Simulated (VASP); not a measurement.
Input of a VASP 6.6.1 run:

INCAR

```
ALGO = Fast
EDIFF = 1E-7
ENCUT = 520
GGA = PS
ISIF = 2
ISMEAR = 0
LASPH = T
LCHARG = F
LREAL = F
LWAVE = F
NBANDS = 18
NELM = 60
PREC = Accurate
SIGMA = 0.15
```

Contents of KPOINTS:

```
k-points
0
Gamma
  16 16 16
```

File POSCAR:

```
YZn
1.0
    0.0000000000      2.9629870000      2.9629870000
    2.9629870000      0.0000000000      2.9629870000
    2.9629870000      2.9629870000      0.0000000000
Y Zn
1 1
Direct
    0.0000000000      0.0000000000      0.0000000000
    0.5000000000      0.5000000000      0.5000000000
```

Potentials or basis: VASP PAW PBE potentials, release 64 (Y_sv, Zn).

The run is started by

```console
$ cat potpaw_PBE.64/Y_sv/POTCAR potpaw_PBE.64/Zn/POTCAR > POTCAR
$ mpirun -np 1 vasp_std > vasp.out
```

Predict the pressure.

-2.6 GPa.

Caveat: the PAW data sets were made with another functional, which shifts forces and pressure a little.
